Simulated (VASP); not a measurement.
ZnCu:

```
Zn Cu
1.0
     2.94500    0.00000    0.00000
     0.00000    2.94500    0.00000
     0.00000    0.00000    2.94500
Zn Cu
1 1
Direct
  0.50000 0.50000 0.50000
  0.00000 0.00000 0.00000
```

* Program: VASP 6.6.1
* Task: relaxation of cell and atoms
* Functional: PBEsol
* Dispersion: D3(BJ)
* Potentials or basis: VASP PAW PBE potentials, release 64 (Zn, Cu)
* Cutoff: 600 eV
* k mesh: 9 × 9 × 9
* Occupations: fermi-dirac, width 0.05 eV
* Spin: no spin polarisation

At the start: pressure -9.6 GPa; volume 12.77 Å³/atom.

Q: Where does the relaxation end?

A: Over 7 steps the energy falls by 29.8 meV/atom and the volume is 11.84 Å³/atom (-7.3 %); space group Pm-3m (No. 221, to 0.05 Å).

The path:
| step | energy change (eV) | largest force (eV/Å) | pressure (GPa) | volume (Å³) |
| --- | --- | --- | --- | --- |
| 1 | 0.0000 | 0.0000 | -9.59 | 25.54 |
| 2 | -0.0431 | 0.0000 | 6.23 | 22.82 |
| 3 | -0.0597 | 0.0000 | -1.16 | 23.69 |
| 4 | -0.0593 | 0.0000 | 0.92 | 23.55 |
| 5 | -0.0596 | 0.0000 | 0.19 | 23.61 |
| 6 | -0.0596 | 0.0000 | 0.14 | 23.65 |
| 7 | -0.0597 | 0.0000 | -0.04 | 23.68 |

Final structure:
```xyz
2
Lattice="2.8718 0.0000 0.0000 0.0000 2.8718 0.0000 0.0000 0.0000 2.8718" Properties=species:S:1:pos:R:3 pbc="T T T"
Zn    1.4359    1.4359    1.4359
Cu    2.8718    0.0000    0.0000
```

Caveat: the PAW data sets were made with another functional, which shifts forces and pressure a little; pairwise dispersion overbinds metals, which lowers pressure and volume.
